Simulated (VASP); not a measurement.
In3Cu, 4 atoms in the cell. Symmetry: R-3m, No. 166, trigonal system. The conventional cell has a = 6.068 Å, b = 6.068 Å, c = 8.052 Å, α = 90.00°, β = 90.00°, γ = 120.00°. In (site symmetry 2/m) has 8 In at 3.03 to 3.20 Å and 4 Cu at 3.03 to 3.20 Å within 4.0 Å. Cu (site symmetry -3m) has 12 In at 3.03 to 3.20 Å within 4.0 Å. 

```yaml
Program: VASP 6.6.1
Task: single point
Functional: LDA
Potentials_or_basis: VASP PAW LDA potentials, release 64 (In_d, Cu)
Cutoff: 520 eV
k_mesh: 10 × 10 × 10
Occupations: gaussian, width 0.15 eV
Spin: no spin polarisation
Dipole_correction: no
Further_INCAR_settings: ALGO = Fast; EDIFF = 1e-06; NBANDS = 33
```

Potentials or basis: VASP PAW LDA potentials, release 64 (In_d, Cu).

Launch:

```console
$ cat potpaw_LDA.64/In_d/POTCAR potpaw_LDA.64/Cu/POTCAR > POTCAR
$ mpirun -np 1 vasp_std > vasp.out
```

Hardware: 1 thread of AMD EPYC 7R13, on a shared host.

Question: Estimate the wall time of this run.

Answer: Wall time 17 min on 1 thread of AMD EPYC 7R13 (shared host), peak memory 0.35 GiB. Counts: scf iterations 22, k points 116.
